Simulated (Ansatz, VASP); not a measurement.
**Two plane-wave programs on HfO2**

INCAR

```
PREC = Accurate
ENCUT = 520
EDIFF = 1E-7
ISMEAR = 0
SIGMA = 0.05
LREAL = F
LASPH = T
NELM = 80
ALGO = Normal
ISIF = 2
LWAVE = F
LCHARG = F
GGA = PS
NBANDS = 18
```

File KPOINTS:

```
Automatic mesh
0
Gamma
  8 8 8
```

POSCAR

```
HfO2
1.0
    0.0000000000      2.4337950368      2.6986121133
    2.4337950368      0.0000000000      2.6986121133
    2.4337950368      2.4337950368      0.0000000000
Hf O
1 2
Direct
   -0.0014678348      0.0014678348      0.0014678348
    0.2581877273      0.2418122727      0.2418122727
    0.7581877273      0.7418122727      0.7418122727
```

Input for Ansatz:

```yaml
crystal:
  lattice:
    - [0.0, 2.4337950368, 2.6986121133]
    - [2.4337950368, 0.0, 2.6986121133]
    - [2.4337950368, 2.4337950368, 0.0]
  atoms:
    - { symbol: Hf, position: [-0.0014678348, 0.0014678348, 0.0014678348] }
    - { symbol: O, position: [0.2581877273, 0.2418122727, 0.2418122727] }
    - { symbol: O, position: [0.7581877273, 0.7418122727, 0.7418122727] }
basis:
  ecutwfc: 520.0
kpoints:
  mp_grid: { grid: [8, 8, 8] }
hamiltonian:
  xc: pbesol
  pseudopotentials: { kind: paw, azcp: { folder: soft_1 } }
scf:
  occupations: { method: gaussian, width: 0.05 }
output:
  forces: true
  stress: true
  eigenvalues: true
```

Change from the starting cell: mode 4 frozen in at -0.041 Å, strain +e along z and -e/2 along x and y +0.0700.

Alike in both runs: task single point; functional PBEsol; k mesh 8 × 8 × 8; occupations gaussian, width 0.05 eV; no spin polarisation.

```csv
,VASP,Ansatz
version,VASP 6.6.1,Ansatz 0.2.0
potentials or method,"VASP PAW PBE potentials, release 64 (Hf_pv, O), cutoff 520 eV","scalar-relativistic, plane waves, PAW"
valence electrons in the cell,22,38
```

|  | VASP | Ansatz | Ansatz less VASP |
| --- | --- | --- | --- |
| gap on the k mesh at the Fermi level (eV) | 2.32 | 2.31 | -0.004 |
| least direct gap on the mesh (eV) | 2.81 | 2.81 | -0.007 |
| pressure (GPa) | -2.2 | 1.6 | +3.74 |
| traceless stress, the component that is largest in VASP (GPa) | -33.65 | -33.04 | +0.609 |
| rms of the force components (eV/Å) | 0.100 | 0.104 | +0.0038 |

VASP's potentials were made for PBE, not for PBEsol, and Ansatz warns of the same on its side. Atom by atom the forces differ by 0.004 eV/Å (rms over components). VASP's potentials hold 22 valence electrons a cell and Ansatz's 38, so a difference there can come from the potentials and not from the codes.

Spin-orbit coupling is off throughout.
